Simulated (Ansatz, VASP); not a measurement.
# One calculation of SrTiO3, two programs

INCAR

```
PREC = Accurate
ENCUT = 520
EDIFF = 1E-6
ISMEAR = 0
SIGMA = 0.01
LREAL = F
LASPH = T
NELM = 80
ALGO = Normal
ISIF = 2
LWAVE = F
LCHARG = F
GGA = PE
NBANDS = 28
ISYM = 0
```

KPOINTS

```
regular mesh
0
Gamma
  4 4 4
```

The input POSCAR:

```
SrTiO3
1.0
    3.9068515029      0.0000000000      0.0000000000
    0.0000000000      3.9068515029      0.0000000000
    0.0000000000      0.0000000000      3.9068515029
Sr Ti O
1 1 3
Direct
    0.0000000000      0.0000000000      0.0000000000
    0.5000000000      0.5000000000      0.5000000000
    0.5000000000      0.0000000000      0.5000000000
    0.5000000000      0.5000000000      0.0000000000
    0.0000000000      0.5000000000      0.5000000000
```

Input for Ansatz:

```yaml
crystal:
  lattice:
    - [3.9068515029, 0.0, 0.0]
    - [0.0, 3.9068515029, 0.0]
    - [0.0, 0.0, 3.9068515029]
  atoms:
    - { symbol: Sr, position: [0.0, 0.0, 0.0] }
    - { symbol: Ti, position: [0.5, 0.5, 0.5] }
    - { symbol: O, position: [0.5, 0.0, 0.5] }
    - { symbol: O, position: [0.5, 0.5, 0.0] }
    - { symbol: O, position: [0.0, 0.5, 0.5] }
  symmetry: { detect: false }
kpoints:
  mp_grid: { grid: [4, 4, 4] }
hamiltonian:
  xc: pbe
scf:
  occupations: { method: fixed }
  n_extra_bands: 5
output:
  forces: true
  stress: true
  eigenvalues: true
```

Alike in both runs: task single point; functional PBE; k mesh 4 × 4 × 4; no spin polarisation.

|  | VASP | Ansatz |
| --- | --- | --- |
| version | VASP 6.6.1 | Ansatz 0.2.0 |
| potentials or method | VASP PAW PBE potentials, release 64 (Sr_sv, Ti_sv, O) | plane waves |
| plane-wave cutoff (eV) | 520 | 420 |
| occupations | gaussian, width 0.01 eV | fixed |
| valence electrons in the cell | 40 | 40 |

|  | VASP | Ansatz | Ansatz less VASP |
| --- | --- | --- | --- |
| gap on the k mesh at the Fermi level (eV) | 1.83 | 1.87 | +0.032 |
| pressure (GPa) | 4.8 | 4.1 | -0.66 |
